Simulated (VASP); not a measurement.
Here is a VASP 6.6.1 calculation.

File INCAR:

```
SYSTEM = Li5Sc
ALGO = Normal ; EDIFF = 1E-6
ENCUT = 520 ; GGA = PE
ISIF = 2 ; ISMEAR = 0
ISPIN = 2 ; LASPH = .True.
LCHARG = .False. ; LMAXMIX = 4
LORBIT = 11 ; LREAL = .False.
LWAVE = .False. ; MAGMOM = 0 0 0 0 0 1
NBANDS = 26 ; NELM = 150
PREC = Accurate ; SIGMA = 0.1
```

Contents of KPOINTS:

```
k-points
0
Gamma
  4 4 4
  0 0 0
```

POSCAR

```
Li5Sc
1.0
    4.9596209672      0.0000000000      0.0000000000
    0.0000000000      4.6629693430      2.6346881419
    0.0000000000     -4.6629693430      2.6346881419
Li Sc
5 1
Direct
    0.0000000000      0.3365030812      0.6719633124
    0.0000000000      0.6719633124      0.3365030812
    0.5000000000      0.6333925006      0.6333925006
    0.5000000000      0.3594281978      0.9952262955
    0.5000000000      0.9952262955      0.3594281978
    0.0000000000      0.0032532419      0.0032532419
```

Potentials or basis: VASP PAW PBE potentials, release 64 (Li_sv, Sc_sv).

Command:

```sh
$ cat potpaw_PBE.64/Li_sv/POTCAR potpaw_PBE.64/Sc_sv/POTCAR > POTCAR
$ mpirun -np 1 vasp_std > vasp.out
```

Problem. What does it give for the largest force?

Solution. 0.025 eV/Å.

Problem. What does it give for the band gap on the k mesh?

Solution. Zero (filled and empty bands overlap).

Problem. What does it give for the net moment?

Solution. 0.00 μB per cell.

Forces in eV/Å, atoms in the order of the input:
```
Li   0.000  0.001 -0.004
Li   0.000 -0.001 -0.004
Li   0.000  0.000  0.020
Li   0.000 -0.022 -0.011
Li   0.000  0.022 -0.011
Sc   0.000  0.000  0.010
```
